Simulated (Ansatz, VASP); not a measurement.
## Two plane-wave programs on Hf

The input INCAR:

```
SYSTEM = Hf
PREC     = Accurate       ! precision mode
ENCUT    = 520            ! plane-wave cutoff, eV
EDIFF    = 1E-7           ! SCF threshold, eV
ISMEAR   = 0              ! smearing method
SIGMA    = 0.1            ! smearing width, eV
LREAL    = .False.        ! projectors in reciprocal space
LASPH    = .True.         ! aspherical terms in the spheres
NELM     = 100            ! most SCF steps
ALGO     = Normal         ! electronic algorithm
ISIF     = 2              ! what is computed and relaxed
LWAVE    = .False.        ! write WAVECAR
LCHARG   = .True.         ! write CHGCAR
GGA      = PS             ! functional
LELF     = .True.         ! ELF
LVHAR    = .True.       
NBANDS   = 11             ! bands
```

File KPOINTS:

```
Automatic mesh
0
Gamma
  16 16 16
  0 0 0
```

The input POSCAR:

```
Hf
1.0
   -1.7276968612      1.7276968612      1.7276968612
    1.7276968612     -1.7276968612      1.7276968612
    1.7276968612      1.7276968612     -1.7276968612
Hf
1
Direct
    0.0000000000      0.0000000000      0.0000000000
```

Input for Ansatz:

```yaml
crystal:
  lattice:
    - [-1.7276968612, 1.7276968612, 1.7276968612]
    - [1.7276968612, -1.7276968612, 1.7276968612]
    - [1.7276968612, 1.7276968612, -1.7276968612]
  atoms:
    - { symbol: Hf, position: [0.0, 0.0, 0.0] }
basis:
  ecutwfc: 420
kpoints:
  mp_grid: { grid: [16, 16, 16] }
hamiltonian:
  xc: pbesol
scf:
  occupations: { method: gaussian, width: 0.1 }
output:
  forces: true
  stress: true
  eigenvalues: true
```

Alike in both runs: task single point; functional PBEsol; k mesh 16 × 16 × 16; occupations gaussian, width 0.1 eV; no spin polarisation.

|  | VASP | Ansatz |
| --- | --- | --- |
| version | VASP 6.6.1 | Ansatz 0.2.0 |
| potentials or method | VASP PAW PBE potentials, release 64 (Hf_pv), cutoff 520 eV | scalar-relativistic, plane waves, PAW |
| valence electrons in the cell | 10 | 26 |

VASP gave:

```
gap on the k mesh at the Fermi level (eV) : none
pressure (GPa)                            : 3.2
```

**Question.** Estimate Ansatz's values.

**Answer.** gap on the k mesh at the Fermi level (eV): none; pressure (GPa): 3.4.

VASP's potentials were made for PBE, not for PBEsol. A gap of «none» marks a metal or a gap that the smearing closes. VASP's potentials hold 10 valence electrons a cell and Ansatz's 26, so a difference there can come from the potentials and not from the codes.

Spin-orbit coupling is off throughout.
